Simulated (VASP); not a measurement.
# Al9O in VASP: further runs

Al9O is run at these levels: PBE; tasks: single point.

All numbers are computed with VASP 6.6.1; they aren't measurements. Logs are shortened: lines on timing, memory, paths and dates and some standing lists are left out, and cuts for length are marked.

## (1) The cell of the first run

The cell holds a slab with vacuum, 10 atoms: a = 2.854 Å, b = 9.808 Å, c = 20.290 Å, α = 90.00°, β = 90.00°, γ = 98.37°.

## (2) Single point, PBE

INCAR

```
SYSTEM = Al9O
PREC = Accurate ; ENCUT = 520
EDIFF = 1E-6 ; ISMEAR = 0
SIGMA = 0.1 ; LREAL = .False.
LASPH = .True. ; NELM = 60
ALGO = Normal ; ISIF = 2
LWAVE = .False. ; LCHARG = .True.
LDIPOL = .True. ; IDIPOL = 3
DIPOL = 0.5 0.5 0.341 ; GGA = PE
LELF = .True. ; LVHAR = .True.
LVACPOTAV = .True. ; NBANDS = 28
```

KPOINTS

```
regular mesh
0
Gamma
  9 3 1
  0 0 0
```

POSCAR

```
Al9O
1.0
    2.8543223330      0.0000000000      0.0000000000
   -1.4271611665      9.7033329366      0.0000000000
    0.0000000000      0.0000000000     20.2902708969
Al O
9 1
Direct
    0.5324485604      0.0648971207      0.1971388169
    0.6709687938      0.3419375876      0.2462255645
    0.2986728405      0.5973456810      0.2560429140
    0.9263768872      0.8527537744      0.2658602636
    0.0639738222      0.1277383808      0.3154281718
    0.1995905480      0.4042696935      0.3707822583
    0.8288544886      0.6597110299      0.3785032288
    0.4526361687      0.9111292155      0.3874342692
    1.0574608690      0.3973353211      0.5373258405
    1.0925232094      0.4314597089      0.4539813416
```

Potentials or basis: VASP PAW PBE potentials, release 64 (Al, O).

On the command line:

```
$ cat potpaw_PBE.64/Al/POTCAR potpaw_PBE.64/O/POTCAR > POTCAR
$ mpirun -np 1 vasp_std > vasp.out
```

OUTCAR:

```text
SYSTEM = Al9O
   PREC = Accurate
   ENCUT = 520
   EDIFF = 1E-6
   ISMEAR = 0
   LREAL = .False.
   LASPH = .True.
   NELM = 60
   ISIF = 2
   GGA = PE

 ion  position               nearest neighbor table
   1  0.532  0.065  0.197-   5 2.86   5 2.86   2 2.87   4 2.87   4 2.87
   2  0.671  0.342  0.246-   1 2.87   3 2.87   3 2.87   5 2.89   5 2.89   6 2.96   6 2.97
   3  0.299  0.597  0.256-   2 2.87   2 2.87   4 2.87   4 2.87   7 2.93   7 2.93   6 2.99
   4  0.926  0.853  0.266-   5 2.85   3 2.87   3 2.87   1 2.87   1 2.87   8 2.90   8 2.91   7 2.96

   5  0.064  0.128  0.315-   4 2.85   1 2.86   1 2.86   2 2.89   2 2.89   6 2.91   8 2.93   8 2.93

   6  0.200  0.404  0.371-  10 1.74   7 2.86   7 2.87   5 2.91   2 2.96   2 2.97   3 2.99
   7  0.829  0.660  0.379-   8 2.83   8 2.83   6 2.86   6 2.87   3 2.93   3 2.93   4 2.96
   8  0.453  0.911  0.387-   7 2.83   7 2.83   4 2.90   4 2.91   5 2.93   5 2.93
   9  0.057  0.397  0.537-  10 1.72
  10  0.093  0.431  0.454-   9 1.72   6 1.74

  LATTYP: Found a base centered orthorhombic cell.
 ALAT       =     2.8543223330
 B/A-ratio  =     6.7990449603
 C/A-ratio  =     7.1086123183

  Lattice vectors:

 A1 = (   1.4271611665,  -9.7033329366,   0.0000000000)
 A2 = (   1.4271611665,   9.7033329366,   0.0000000000)
 A3 = (   0.0000000000,   0.0000000000,  20.2902708969)

Analysis of symmetry for initial positions (statically):
=====================================================================
 Subroutine PRICEL returns:
 Original cell was already a primitive cell.

 Routine SETGRP: Setting up the symmetry group for a
 base centered orthorhombic supercell.

 Subroutine GETGRP returns: Found  1 space group operations
 (whereof  1 operations were pure point group operations)
 out of a pool of  8 trial point group operations.

The static configuration has the point symmetry C_1 .

Analysis of symmetry for dynamics (positions and initial velocities):
=====================================================================
 Subroutine PRICEL returns:
 Original cell was already a primitive cell.

 Routine SETGRP: Setting up the symmetry group for a
 base centered orthorhombic supercell.

 Subroutine GETGRP returns: Found  1 space group operations
 (whereof  1 operations were pure point group operations)
 out of a pool of  8 trial point group operations.

The dynamic configuration has the point symmetry C_1 .

 Subroutine INISYM returns: Found  1 space group operations
 (whereof  1 operations are pure point group operations),
 and found     1 'primitive' translations

----------------------------------------------------------------------------------------

                                     Primitive cell

  volume of cell :     561.9683

  direct lattice vectors                    reciprocal lattice vectors
     2.854322333  0.000000000  0.000000000     0.350345856  0.051528686  0.000000000
    -1.427161166  9.703332937  0.000000000     0.000000000  0.103057373  0.000000000
     0.000000000  0.000000000 20.290270897     0.000000000  0.000000000  0.049284704

  length of vectors
     2.854322333  9.807724460 20.290270897     0.354114987  0.103057373  0.049284704

  position of ions in fractional coordinates (direct lattice)
     0.532448560  0.064897121  0.197138817
     0.670968794  0.341937588  0.246225565
     0.298672840  0.597345681  0.256042914
     0.926376887  0.852753774  0.265860264
     0.063973822  0.127738381  0.315428172
     0.199590548  0.404269693  0.370782258
     0.828854489  0.659711030  0.378503229
     0.452636169  0.911129215  0.387434269
     0.057460869  0.397335321  0.537325841
     0.092523209  0.431459709  0.453981342

  ion indices of the primitive-cell ions
   primitive index   ion index
                 1           1
                 2           2
                 3           3
                 4           4
                 5           5
                 6           6
                 7           7
                 8           8
                 9           9
                10          10

----------------------------------------------------------------------------------------

 KPOINTS: regular mesh

Automatic generation of k-mesh.
 Grid dimensions read from file:
 generate k-points for:    9    3    1

 Generating k-lattice:

  Cartesian coordinates                     Fractional coordinates (reciprocal lattice)
     0.038927317  0.005725410  0.000000000     0.111111111 -0.000000000  0.000000000
     0.000000000  0.034352458  0.000000000     0.000000000  0.333333333  0.000000000
     0.000000000  0.000000000  0.049284704     0.000000000  0.000000000  1.000000000

  Length of vectors
     0.039346110  0.034352458  0.049284704

  Shift w.r.t. Gamma in fractional coordinates (k-lattice)
     0.000000000  0.000000000  0.000000000

 -----------------------------------------------------------------------------
|                                                                             |
|           W    W    AA    RRRRR   N    N  II  N    N   GGGG   !!!           |
|           W    W   A  A   R    R  NN   N  II  NN   N  G    G  !!!           |
|           W    W  A    A  R    R  N N  N  II  N N  N  G       !!!           |
|           W WW W  AAAAAA  RRRRR   N  N N  II  N  N N  G  GGG   !            |
|           WW  WW  A    A  R   R   N   NN  II  N   NN  G    G                |
|           W    W  A    A  R    R  N    N  II  N    N   GGGG   !!!           |
|                                                                             |
|     Your reciprocal lattice and k-lattice belong to different lattice       |
|     classes:                                                                |
|                                                                             |
|        The reciprocal lattice is base centered orthorhombic,                |
|        whereas your k-lattice is simple monoclinic.                         |
|                                                                             |
|     Results are often still useful ...                                      |
|                                                                             |
 -----------------------------------------------------------------------------

 WARNING: IBZKPT: internal override: KBLOWUP is changed to .FALSE.
      ... skipping the blow-up phase ...

 Subroutine IBZKPT returns following result:
 ===========================================

 Found     14 irreducible k-points:

 Following reciprocal coordinates:
            Coordinates               Weight
  0.000000  0.000000  0.000000      1.000000
  0.111111 -0.000000  0.000000      2.000000
  0.222222 -0.000000  0.000000      2.000000
  0.333333 -0.000000  0.000000      2.000000
  0.444444 -0.000000  0.000000      2.000000
  0.000000  0.333333  0.000000      2.000000
  0.111111  0.333333  0.000000      2.000000
  0.222222  0.333333  0.000000      2.000000
  0.333333  0.333333  0.000000      2.000000
  0.444444  0.333333  0.000000      2.000000
 -0.444444  0.333333  0.000000      2.000000
 -0.333333  0.333333  0.000000      2.000000
 -0.222222  0.333333  0.000000      2.000000
 -0.111111  0.333333  0.000000      2.000000
   k-points           NKPTS =     14   k-points in BZ     NKDIM =     14   number of bands    NBANDS=     28
   number of dos      NEDOS =    301   number of ions     NIONS =     10
   total plane-waves  NPLWV = 307200
   dimension x,y,z NGX =    24 NGY =   80 NGZ =  160
   dimension x,y,z NGXF=    48 NGYF=  160 NGZF=  320
   ions per type =               9   1
   NGX,Y,Z   is equivalent  to a cutoff of  13.98, 13.56, 13.11 a.u.
   NGXF,Y,Z  is equivalent  to a cutoff of  27.96, 27.12, 26.22 a.u.
 SYSTEM =  Al9O
   PREC   = accura    normal or accurate (medium, high low for compatibility)
   ISTART =      0    job   : 0-new  1-cont  2-samecut
   ICHARG =      2    charge: 1-file 2-atom 10-const
   ISPIN  =      1    spin polarized calculation?
   LNONCOLLINEAR =      F non collinear calculations
   LSORBIT =      F    spin-orbit coupling
   LASPH  =      T    aspherical Exc in radial PAW
   ENCUT  =  520.0 eV  38.22 Ry    6.18 a.u.   5.31 18.24 37.73*2*pi/ulx,y,z
   NELM   =     60;   NELMIN=  2; NELMDL= -5     # of ELM steps
   EDIFF  = 0.1E-05   stopping-criterion for ELM
   LREAL  =      F    real-space projection
   EDIFFG = 0.1E-04   stopping-criterion for IOM
   NSW    =      0    number of steps for IOM
   IBRION =     -1    ionic relax: 0-MD 1-quasi-New 2-CG
   NFREE  =      0    steps in history (QN), initial steepest desc. (CG)
   ISIF   =      2    stress and relaxation
   ISYM   =      2    0-nonsym 1-usesym 2-fastsym
   POTIM  = 0.5000    time-step for ionic-motion
   TEBEG  =    0.0;   TEEND  =   0.0 temperature during run
   PSTRESS=    0.0 pullay stress
   NELECT =      33.0000    total number of electrons
   NUPDOWN=      -1.0000    fix difference up-down
   EMIN   =  10.00;   EMAX   =-10.00  energy-range for DOS
   EFERMI =   0.00;   METHOD = LEGACY
   ISMEAR =     0;   SIGMA  =   0.10  broadening in eV -4-tet -1-fermi 0-gaus
   EFERMI_NEDOS =   21; number of points for ismear=-14 and -15
   IALGO  =     38    algorithm
   IMIX   =      4    mixing-type and parameters
     AMIX     =   0.40;   BMIX     =  1.00
     AMIX_MAG =   1.60;   BMIX_MAG =  1.00
  volume/ion in A,a.u.               =      56.20       379.23
  Fermi-wavevector in a.u.,A,eV,Ry     =   0.636320  1.202470  5.509041  0.404903
  Thomas-Fermi vector in A             =   1.700950
   LORBIT       =      0    0 simple, 1 ext, 2 COOP (PROOUT), +10 PAW based schemes
   GGA     = PE    functional components
   LHFCALC =     F    Hartree Fock is set to
   AEXX    =    0.0000 exact exchange contribution
   IVDW    =     0    specifies the selected vdW correction
   LEPSILON=     F    determine dielectric tensor
   LRPA    =     F    only Hartree local field effects (RPA)
 non-spin polarized calculation
 Gauss-broadening in eV      SIGMA  =   0.10
  energy-cutoff  :      520.00
  volume of cell :      561.97
 maximum number of plane-waves:     15174
 NGX is ok and might be reduce to    24
   NGX = 11   NGY = 37   NGZ = 75

 number of electron      32.9999997 magnetization

 dipolmoment           0.000000      0.000000     -0.063195 electrons x Angstroem

 Free energy of the ion-electron system (eV)
  ---------------------------------------------------
  ext. energy  EPLUGINS =         0.00000000
  ---------------------------------------------------
  free energy    TOTEN  =       -38.13133862 eV

  energy without entropy =      -38.10861707  energy(sigma->0) =      -38.11997785

 E-fermi :  -0.5860     XC(G=0):  -4.0147

 val. band max:       -0.5982041779   @ k =  -0.1111   0.3333   0.0000
 cond. band min:      -0.5732594783   @ k =  -0.3333   0.3333   0.0000
 fundamental gap:      0.0249446995
 Fermi energy:        -0.5860365498

 k-point     1 :       0.0000    0.0000    0.0000
  band No.  band energies     occupation
      1     -19.8440      2.00000
      2     -10.3909      2.00000
      3      -9.0808      2.00000
      4      -8.8510      2.00000
      5      -8.0328      2.00000
      6      -7.2066      2.00000
[... 20 lines left out ...]
     27       3.3484      0.00000
     28       3.5212      0.00000

 k-point     2 :       0.1111   -0.0000    0.0000
  band No.  band energies     occupation
      1     -19.7938      2.00000
      2     -10.1668      2.00000
      3      -8.9427      2.00000
      4      -8.5743      2.00000
      5      -7.8671      2.00000
      6      -6.9982      2.00000
[... 364 lines left out ...]
 k-point    14 :      -0.1111    0.3333    0.0000
  band No.  band energies     occupation
      1     -19.7938      2.00000
      2     -10.0613      2.00000
      3      -9.4054      2.00000
      4      -8.2125      2.00000
      5      -7.6442      2.00000
      6      -6.9746      2.00000
[... 20 lines left out ...]
     27       3.5598      0.00000
     28       3.8184      0.00000

------------------------ aborting loop because EDIFF is reached ----------------------------------------

  FORCE on cell =-STRESS in cart. coord.  units (eV):
  Direction    XX          YY          ZZ          XY          YZ          ZX
  --------------------------------------------------------------------------------------
  -------------------------------------------------------------------------------------
  Total       -4.9855196     -4.7310492     -1.1543781      0.1264297     -0.6086068     -0.0079482
  in kB      -14.2137678    -13.4882700     -3.2911438      0.3604525     -1.7351442     -0.0226604
  external PRESSURE =     -10.3310605 kB  Pullay stress =       0.0000000 kB

 VOLUME and BASIS-vectors are now :
 -----------------------------------------------------------------------------
  energy-cutoff  :      520.00
  volume of cell :      561.97
      direct lattice vectors                 reciprocal lattice vectors
     2.854322333  0.000000000  0.000000000     0.350345856  0.051528686  0.000000000
    -1.427161166  9.703332937  0.000000000     0.000000000  0.103057373  0.000000000
     0.000000000  0.000000000 20.290270897     0.000000000  0.000000000  0.049284704

 POSITION                                       TOTAL-FORCE (eV/Angst)
 -----------------------------------------------------------------------------------
      1.42716      0.62972      4.00000        -0.010350      0.181109      0.037094
      1.42716      3.31793      4.99598        -0.004349      0.109674      0.128147
     -0.00000      5.79624      5.19518        -0.014248     -0.119878      0.129681
      1.42716      8.27455      5.39438        -0.006794     -0.252715     -0.122713
      0.00030      1.23949      6.40012         0.006221      0.015862      0.544611
     -0.00726      3.92276      7.52327         0.033409      0.003320     -0.338694
      1.42430      6.40140      7.67993         0.047533      0.300736     -0.245647
     -0.00836      8.84099      7.86115         0.008974      0.099583     -0.146352
     -0.40305      3.85548     10.90249        -0.002679     -0.001769      0.026408
     -0.35167      4.18660      9.21140        -0.057718     -0.335921     -0.012534
 -----------------------------------------------------------------------------------
    total drift:                                0.000041     -0.000072     -0.000678

  FREE ENERGIE OF THE ION-ELECTRON SYSTEM (eV)
  ---------------------------------------------------
  free  energy   TOTEN  =       -38.1313386204 eV

  energy  without entropy=      -38.1086170714  energy(sigma->0) =      -38.11997785

 vacuum level on the upper side and lower side of the slab         3.141         3.554
```

Run time: 4.4 min. Hardware: 1 thread of Intel Xeon 6975P-C (Granite Rapids), shared host; peak memory 0.68 GiB.

Results:

* Free energy: -38.1313 eV
* Largest force: 0.545 eV/Å

Forces on the atoms (eV/Å):
```
Al  -0.010  0.181  0.037
Al  -0.004  0.110  0.128
Al  -0.014 -0.120  0.130
Al  -0.007 -0.253 -0.123
Al   0.006  0.016  0.545
Al   0.033  0.003 -0.339
Al   0.048  0.301 -0.246
Al   0.009  0.100 -0.146
Al  -0.003 -0.002  0.026
O   -0.058 -0.336 -0.013
```

Levels at points of the mesh, in eV from the Fermi level:
```tsv
k point	band 14	band 15	band 16	band 17	band 18	band 19	band 20	band 21
(0.00, 0.00, 0.00)	-2.40	-1.72	-0.78	-0.54	0.16	0.75	1.18	1.98
```

Caveat: an odd number of electrons without spin polarisation forces a metal; a magnetic or distorted state may lie lower.

## (3) Single point, PBE

INCAR

```
SYSTEM = Al9O
ALGO     = Normal         ! electronic algorithm
DIPOL    = 0.5 0.5 0.337
EDIFF    = 1E-6           ! SCF threshold, eV
ENCUT    = 520            ! plane-wave cutoff, eV
GGA      = PE             ! functional
IDIPOL   = 3            
ISIF     = 2              ! what is computed and relaxed
ISMEAR   = 0              ! smearing method
LASPH    = .True.         ! aspherical terms in the spheres
LCHARG   = .False.        ! write CHGCAR
LDIPOL   = .True.       
LREAL    = .False.        ! projectors in reciprocal space
LWAVE    = .False.        ! write WAVECAR
NBANDS   = 28             ! bands
NELM     = 100            ! most SCF steps
PREC     = Accurate       ! precision mode
SIGMA    = 0.1            ! smearing width, eV
```

KPOINTS

```
k-points
0
Gamma
  9 3 1
  0 0 0
```

Edit POSCAR of step 2 so:

```diff
@@ -16,3 +16,3 @@
     0.4526361687      0.9111292155      0.3874342692
-    1.0574608690      0.3973353211      0.5373258405
-    1.0925232094      0.4314597089      0.4539813416
+    0.8436160041      0.1833578922      0.4515704713
+    1.3425232094      0.1814597089      0.4967154656
```

Potentials or basis: VASP PAW PBE potentials, release 64 (Al, O).

On the command line:

```
$ cat potpaw_PBE.64/Al/POTCAR potpaw_PBE.64/O/POTCAR > POTCAR
$ mpirun -np 1 vasp_std > vasp.out
```

It took 4.3 min on 1 thread of Intel Xeon 6975P-C (Granite Rapids), shared host; peak memory 0.68 GiB.

The run converged. Its results:

- Free energy: -39.4768 eV
- Largest force: 0.475 eV/Å

Forces in eV/Å, atoms in the order of the input:
```
Al   0.027  0.169 -0.027
Al  -0.029  0.127  0.018
Al  -0.037 -0.160  0.043
Al   0.019 -0.215 -0.101
Al  -0.120  0.181  0.422
Al   0.021  0.213 -0.300
Al  -0.003 -0.106  0.034
Al   0.039 -0.087 -0.087
Al  -0.002  0.001 -0.035
O    0.085 -0.122  0.032
```

Levels at points of the mesh, in eV from the Fermi level:
```tsv
k point	band 12	band 13	band 14	band 15	band 16	band 17	band 18	band 19	band 20	band 21
(0.00, 0.00, 0.00)	-3.38	-2.82	-1.88	-1.75	-0.94	-0.82	0.07	2.00	2.11	2.74
```

Caveat: an odd number of electrons without spin polarisation forces a metal; a magnetic or distorted state may lie lower.

(Continued in part 2 of 2.)
